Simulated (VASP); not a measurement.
# In3Ga6BP10 (P1) in VASP: a series of runs, part 2 of 2

VASP 6.6.1. Earlier steps stand in the parts before.

## (3) Single point, PBE

INCAR

```
SYSTEM = In3Ga6BP10
PREC = Accurate
ENCUT = 520
EDIFF = 1E-6
ISMEAR = 0
SIGMA = 0.1
LREAL = Auto
LASPH = .TRUE.
NELM = 80
ALGO = Normal
ISIF = 2
LWAVE = .FALSE.
LCHARG = .FALSE.
GGA = PE
ISYM = 0
NBANDS = 101
```

KPOINTS

```
regular mesh
0
G
  3 3 2
  0 0 0
```

POSCAR

```
In3Ga6BP10
1.0
    2.7768621989      2.7778297824      5.5030630691
   -2.7923333081     -2.7888572562      5.5164212641
    8.3377893804     -5.5573245120      2.7487403423
B P Ga In
1 10 6 3
Direct
    0.2992580133      0.4980448536      0.3965014280
    0.5858424916      0.8649870230      0.6020747224
    0.4762883919      0.3963059678      0.8041724594
    0.9868276674      0.8684535721      0.8071180036
    0.3560508214      0.8726959243      0.0201628615
    0.7718766902      0.8684252592      0.1870035508
    0.6264474699      0.4017350468      0.3980671599
    0.2027143117      0.8164926700      0.3908092564
    0.0964002588      0.4017571998      0.5704902906
    0.8828637269      0.3732974068      0.9967088682
    0.2698550379      0.3781451569      0.2297164478
    0.1088168992      0.5014999909      0.7906760595
    0.9989960182      0.0013972754      0.0019215195
    0.3951230547      0.9959872534      0.2109597405
    0.7024561877      0.5035921684      0.5918482895
    0.4942070907      0.5004473338      0.0162599868
    0.8955709236      0.5004597923      0.2034608265
    0.2033084666      0.0020697557      0.5901375822
    0.5938818162      0.0034504424      0.8129448323
    0.8064388899      0.0022879044      0.3919502053
```

Potentials or basis: VASP PAW PBE potentials, release 64 (B, P, Ga_d, In_d).

Run with:

```sh
$ cat potpaw_PBE.64/B/POTCAR potpaw_PBE.64/P/POTCAR potpaw_PBE.64/Ga_d/POTCAR potpaw_PBE.64/In_d/POTCAR > POTCAR
$ mpirun -np 1 vasp_std > vasp.out
```

OUTCAR:

```text
SYSTEM = In3Ga6BP10
   PREC = Accurate
   ENCUT = 520
   EDIFF = 1E-6
   ISMEAR = 0
   LREAL = Auto
   LASPH = .TRUE.
   NELM = 80
   ISIF = 2
   GGA = PE
   ISYM = 0

 ion  position               nearest neighbor table
   1  0.299  0.498  0.397-   8 2.04   9 2.07  11 2.08   7 2.10
   2  0.586  0.865  0.602-  15 2.32  18 2.49  20 2.49  19 2.50
   3  0.476  0.396  0.804-  12 2.40  16 2.43  15 2.43  19 2.52
   4  0.987  0.868  0.807-  13 2.34  12 2.36  19 2.50  18 2.52
   5  0.356  0.873  0.020-  13 2.35  14 2.35  16 2.39  19 2.51
   6  0.772  0.868  0.187-  13 2.34  14 2.35  17 2.37  20 2.51
[... 9 lines left out ...]
  16  0.494  0.500  0.016-   5 2.39  10 2.43   3 2.43  11 2.48
  17  0.896  0.500  0.203-   6 2.37  10 2.43   7 2.44  11 2.49
  18  0.203  0.002  0.590-   2 2.49   4 2.52   8 2.54   9 2.57  20 3.88  20 3.93  19 4.01
  19  0.594  0.003  0.813-   2 2.50   4 2.50   5 2.51   3 2.52  18 4.01
  20  0.806  0.002  0.392-   2 2.49   6 2.51   8 2.56   7 2.58  18 3.88  18 3.93

IMPORTANT INFORMATION: All symmetrisations will be switched off!
NOSYMM: (Re-)initialisation of all symmetry stuff for point group C_1.

----------------------------------------------------------------------------------------

                                     Primitive cell

  volume of cell :     426.2868

  direct lattice vectors                    reciprocal lattice vectors
     2.776862199  2.777829782  5.503063069     0.053932472  0.125901536  0.090950061
    -2.792333308 -2.788857256  5.516421264    -0.089652890 -0.089729523  0.090532683
     8.337789380 -5.557324512  2.748740342     0.071949072 -0.071981424  0.000028981

  length of vectors
     6.760991430  6.782754135 10.390291668     0.164413570  0.155837077  0.101774236

  position of ions in fractional coordinates (direct lattice)
     0.299258013  0.498044854  0.396501428
     0.585842492  0.864987023  0.602074722
     0.476288392  0.396305968  0.804172459
     0.986827667  0.868453572  0.807118004
     0.356050821  0.872695924  0.020162861
     0.771876690  0.868425259  0.187003551
[... 12 lines left out ...]
     0.593881816  0.003450442  0.812944832
     0.806438890  0.002287904  0.391950205

[... 106 lines left out ...]
   AEXX    =    0.0000 exact exchange contribution
   IVDW    =     0    specifies the selected vdW correction
   LEPSILON=     F    determine dielectric tensor
   LRPA    =     F    only Hartree local field effects (RPA)
 non-spin polarized calculation
 Gauss-broadening in eV      SIGMA  =   0.10
  energy-cutoff  :      520.00
  volume of cell :      426.29
 maximum number of plane-waves:     11524
 NGX is ok and might be reduce to    50
   NGX = 25   NGY = 25   NGZ = 39

 number of electron     170.0000023 magnetization

 Free energy of the ion-electron system (eV)
  ---------------------------------------------------
  ext. energy  EPLUGINS =         0.00000000
  ---------------------------------------------------
  free energy    TOTEN  =       -91.01655981 eV

  energy without entropy =      -91.01655981  energy(sigma->0) =      -91.01655981

 E-fermi :   5.3541     XC(G=0):  -9.6396

 val. band max:        4.9326050116   @ k =   0.0000   0.0000   0.0000
 cond. band min:       5.7750177974   @ k =   0.0000   0.0000   0.0000
 fundamental gap:      0.8424127857
 Fermi energy:         5.3540532389

 k-point     1 :       0.0000    0.0000    0.0000
  band No.  band energies     occupation
      1      -9.8710      2.00000
      2      -9.8667      2.00000
      3      -9.8468      2.00000
      4      -9.8449      2.00000
      5      -9.8279      2.00000
      6      -9.8195      2.00000
[... 989 lines left out ...]
     96       8.1892      0.00000
     97       8.3326      0.00000
 [bands above 97 left out]

------------------------ aborting loop because EDIFF is reached ----------------------------------------

  FORCE on cell =-STRESS in cart. coord.  units (eV):
  Direction    XX          YY          ZZ          XY          YZ          ZX
  --------------------------------------------------------------------------------------
  -------------------------------------------------------------------------------------
  Total       -0.1375977     -0.1213032     -0.1317211     -0.0235467      0.0390323      0.0087896
  in kB       -0.5171541     -0.4559121     -0.4950673     -0.0884992      0.1467009      0.0330353
  external PRESSURE =      -0.4893778 kB  Pullay stress =       0.0000000 kB

 VOLUME and BASIS-vectors are now :
 -----------------------------------------------------------------------------
  energy-cutoff  :      520.00
  volume of cell :      426.29
      direct lattice vectors                 reciprocal lattice vectors
     2.776862199  2.777829782  5.503063069     0.053932472  0.125901536  0.090950061
    -2.792333308 -2.788857256  5.516421264    -0.089652890 -0.089729523  0.090532683
     8.337789380 -5.557324512  2.748740342     0.071949072 -0.071981424  0.000028981

 POSITION                                       TOTAL-FORCE (eV/Angst)
 -----------------------------------------------------------------------------------
      2.74624     -2.76118      5.48414         0.003626     -0.001487     -0.001737
      4.23144     -4.13088      9.65051        -0.001632     -0.001140      0.001034
      6.92099     -4.25124      7.01770         0.000646     -0.000311     -0.004216
      7.04485     -4.16617     12.43989        -0.004179     -0.001898     -0.000203
     -1.28004     -1.55683      6.82895        -0.002823      0.000339      0.005082
      1.27766     -1.31701      9.55231        -0.000720     -0.001988      0.004705
[... 12 lines left out ...]
      8.41766     -2.87772      5.52178        -0.003739      0.003247      0.004073
      5.50098      0.05557      5.52787         0.018786     -0.004489     -0.006664
 -----------------------------------------------------------------------------------
    total drift:                                0.021118     -0.000774      0.002277

  FREE ENERGIE OF THE ION-ELECTRON SYSTEM (eV)
  ---------------------------------------------------
  free  energy   TOTEN  =       -91.0165598133 eV

  energy  without entropy=      -91.0165598131  energy(sigma->0) =      -91.01655981
```

OSZICAR:

```text
N       E                     dE             d eps       ncg     rms          rms(c)
DAV:   1     0.195702945858E+04    0.19570E+04   -0.71873E+04  2203   0.227E+03
DAV:   2     0.370763115346E+03   -0.15863E+04   -0.15335E+04  2044   0.670E+02
DAV:   3    -0.419482477965E+02   -0.41271E+03   -0.39132E+03  2334   0.252E+02
DAV:   4    -0.909413361627E+02   -0.48993E+02   -0.47697E+02  2483   0.807E+01
DAV:   5    -0.941910545178E+02   -0.32497E+01   -0.32214E+01  3008   0.213E+01    0.167E+01
DAV:   6    -0.911981296049E+02    0.29929E+01   -0.68232E+00  2808   0.181E+01    0.913E+00
DAV:   7    -0.910306335807E+02    0.16750E+00   -0.40869E+00  2808   0.626E+00    0.339E+00
DAV:   8    -0.910053905249E+02    0.25243E-01   -0.52810E-01  2648   0.522E+00    0.203E+00
DAV:   9    -0.910124514311E+02   -0.70609E-02   -0.69027E-02  2432   0.285E+00    0.800E-01
DAV:  10    -0.910153764018E+02   -0.29250E-02   -0.20400E-02  2544   0.188E+00    0.350E-01
DAV:  11    -0.910164284084E+02   -0.10520E-02   -0.69638E-03  3096   0.461E-01    0.282E-01
DAV:  12    -0.910164994345E+02   -0.71026E-04   -0.92495E-04  2808   0.162E-01    0.197E-01
DAV:  13    -0.910165546820E+02   -0.55247E-04   -0.40964E-04  2336   0.328E-01    0.456E-02
DAV:  14    -0.910165549018E+02   -0.21980E-06   -0.24054E-04  3168   0.122E-01    0.279E-02
DAV:  15    -0.910165593433E+02   -0.44415E-05   -0.34495E-05  2480   0.297E-02    0.168E-02
DAV:  16    -0.910165598133E+02   -0.46995E-06   -0.26510E-06  1888   0.169E-02
   1 F= -.91016560E+02 E0= -.91016560E+02  d E =-.131368E-09
```

stdout:

```text
POSCAR found type information on POSCAR B P GaIn
 POSCAR found :  4 types and      20 ions
 scaLAPACK will be used
 LDA part: xc-table for (Slater+PW92), standard interpolation
 POSCAR, INCAR and KPOINTS ok, starting setup
 FFT: planning ... GRIDC
 FFT: planning ... GRID_SOFT
 FFT: planning ... GRID
 WAVECAR not read
 entering main loop
```

It took 7.5 min on 1 thread of AMD EPYC 9R45 (Zen 5), shared host; peak memory 0.59 GiB.

Results:

```yaml
Free_energy: -91.0166 eV
Pressure: 0.0 GPa
Largest_force: 0.020 eV/Å
Band_gap_on_the_k_mesh: 0.84 eV
```

Forces in eV/Å, atoms in the order of the input:
```
B    0.004 -0.001 -0.002
P   -0.002 -0.001  0.001
P    0.001  0.000 -0.004
P   -0.004 -0.002  0.000
P   -0.003  0.000  0.005
P   -0.001 -0.002  0.005
P   -0.004 -0.002 -0.009
P    0.002  0.001 -0.003
P   -0.005  0.007  0.002
P    0.004 -0.001 -0.001
P    0.002 -0.005  0.002
Ga  -0.004 -0.001  0.004
Ga  -0.001  0.002 -0.002
Ga   0.000  0.004 -0.002
Ga  -0.004 -0.005  0.006
Ga  -0.004  0.000  0.000
Ga  -0.005 -0.001  0.003
In   0.009  0.006 -0.002
In  -0.004  0.003  0.004
In   0.019 -0.004 -0.007
```

Levels at points of the mesh, in eV from the valence-band top:
```
           k point  band 82  band 83  band 84  band 85  band 86  band 87  band 88  band 89
(0.00, 0.00, 0.00)    -0.79    -0.18    -0.02     0.00     0.84     1.48     1.73     2.00
(0.00, 0.00, 0.50)    -0.85    -0.81    -0.38    -0.14     1.15     1.40     1.71     2.11
```

Caveat: spin-orbit coupling is left out, which moves the levels of the heavy elements. A k mesh can miss the band edges.

## (4) Single point, PBE

INCAR

```
ALGO     = Normal         # electronic algorithm
EDIFF    = 1E-6           # SCF threshold, eV
ENCUT    = 520            # plane-wave cutoff, eV
GGA      = PE             # functional
ISIF     = 2              # what is computed and relaxed
ISMEAR   = 0              # smearing method
KPAR     = 4            
LASPH    = T              # aspherical terms in the spheres
LCHARG   = F              # write CHGCAR
LREAL    = Auto         
LWAVE    = F              # write WAVECAR
NBANDS   = 101            # bands
NELM     = 80             # most SCF steps
PREC     = Accurate       # precision mode
SIGMA    = 0.02           # smearing width, eV
```

KPOINTS

```
k-points
0
Gamma
  4 4 3
```

POSCAR

```
In3Ga6BP10
1.0
    2.7683910000      2.7703600000      5.5056190000
   -2.7702420000     -2.7679170000      5.5053210000
    8.3622780000     -5.5924460000      2.7501080000
B P Ga In
1 10 6 3
Direct
    0.1912499001      0.9924979442      0.6050542807
    0.5281878006      0.8802201923      0.5982174380
    0.4735727893      0.3682319013      0.7876650430
    0.9969421506      0.8801882829      0.7717183712
    0.3808473619      0.8950979390      0.9896753055
    0.8004181301      0.8963335658      0.1955950396
    0.6630254727      0.3703348931      0.4103890963
    0.1568902644      0.8761379682      0.4433951503
    0.0788675993      0.3238471378      0.6023018454
    0.9001639699      0.3719817307      0.9819036901
    0.2772945186      0.3926819990      0.2198575891
    0.1082743499      0.4963785131      0.7815043995
    0.6060407396      0.9990151735      0.7829214677
    0.0147461788      0.0022108322      0.9805561957
    0.2875157015      0.4963957484      0.4247035045
    0.7900779903      0.9997344342      0.4128620017
    0.6980578595      0.4964475489      0.5997391751
    0.3933607639      0.9991736288      0.2176763326
    0.5006321090      0.5012367114      0.9962399148
    0.8978225806      0.5032867583      0.2003424720
```

Run with:

```sh
$ cat potpaw_PBE.64/B/POTCAR potpaw_PBE.64/P/POTCAR potpaw_PBE.64/Ga_d/POTCAR potpaw_PBE.64/In_d/POTCAR > POTCAR
$ mpirun -np 4 vasp_std > vasp.out
```

It took 17 min on 4 MPI ranks of Oxide Virtual Turin-like, shared host; peak memory 0.91 GiB.

The run converged. Its results:

| Quantity | Value |
| --- | --- |
| Free energy | -91.1614 eV |
| Pressure | 0.0 GPa |
| Largest force | 0.027 eV/Å |
| Band gap on the k mesh | 0.97 eV |

Forces on the atoms (eV/Å):
```
B    0.006 -0.005 -0.010
P   -0.015 -0.013 -0.003
P   -0.010  0.005  0.010
P   -0.015  0.019  0.014
P   -0.005  0.012  0.004
P    0.004 -0.005 -0.006
P   -0.001 -0.014  0.004
P    0.007 -0.011  0.007
P    0.000  0.001  0.010
P   -0.010  0.000  0.007
P   -0.002 -0.002  0.007
Ga   0.005  0.000 -0.006
Ga   0.003 -0.008  0.000
Ga   0.002 -0.001 -0.007
Ga   0.001  0.006 -0.003
Ga  -0.001  0.003 -0.001
Ga   0.004 -0.002 -0.011
In   0.012  0.003  0.000
In   0.017  0.004 -0.013
In  -0.002  0.010 -0.002
```

Levels at points of the mesh, in eV from the valence-band top:
| k point | band 81 | band 82 | band 83 | band 84 | band 85 | band 86 | band 87 | band 88 | band 89 | band 90 |
| --- | --- | --- | --- | --- | --- | --- | --- | --- | --- | --- |
| (0.00, 0.00, 0.00) | -0.90 | -0.70 | -0.14 | -0.13 | 0.00 | 0.97 | 1.24 | 1.53 | 2.31 | 2.55 |
| (0.50, 0.00, 0.00) | -1.57 | -1.29 | -1.23 | -0.87 | -0.60 | 1.99 | 2.01 | 2.28 | 2.46 | 2.55 |
| (0.00, 0.50, 0.00) | -1.68 | -0.96 | -0.93 | -0.59 | -0.51 | 1.37 | 2.05 | 2.36 | 2.41 | 2.70 |
| (0.50, 0.50, 0.00) | -1.37 | -1.33 | -1.12 | -1.10 | -0.77 | 1.25 | 1.50 | 1.71 | 1.87 | 2.07 |

Caveat: spin-orbit coupling is left out, which moves the levels of the heavy elements. A k mesh can miss the band edges.

## (5) The runs side by side

| cell | k mesh | smearing | gap on the mesh (eV) | pressure (GPa) | largest force (eV/Å) |
| --- | --- | --- | --- | --- | --- |
| a = 6.757, b = 6.756, c = 10.429 Å, angles 83.9, 71.1, 70.9°, 20 atoms, atomic positions A | 3 × 3 × 2 | gaussian 0.1 eV | 0.97 | 0.0 | 0.02 |
| a = 6.761, b = 6.783, c = 10.390 Å, angles 84.0, 71.0, 71.1°, 20 atoms, atomic positions B | 3 × 3 × 2 | gaussian 0.1 eV | 0.84 | 0.0 | 0.02 |
| a = 6.757, b = 6.756, c = 10.429 Å, angles 83.9, 71.1, 70.9°, 20 atoms, atomic positions A | 4 × 4 × 3 | gaussian 0.02 eV | 0.97 | 0.0 | 0.03 |

Alike in all rows: task single point; level PBE; potentials or basis VASP PAW PBE potentials, release 64 (B, P, Ga_d, In_d); no spin polarisation; cutoff (eV) 520.

Caveats: spin-orbit coupling is left out, which moves the levels of the heavy elements.

Absolute energies hang on the potentials; compare differences alone.
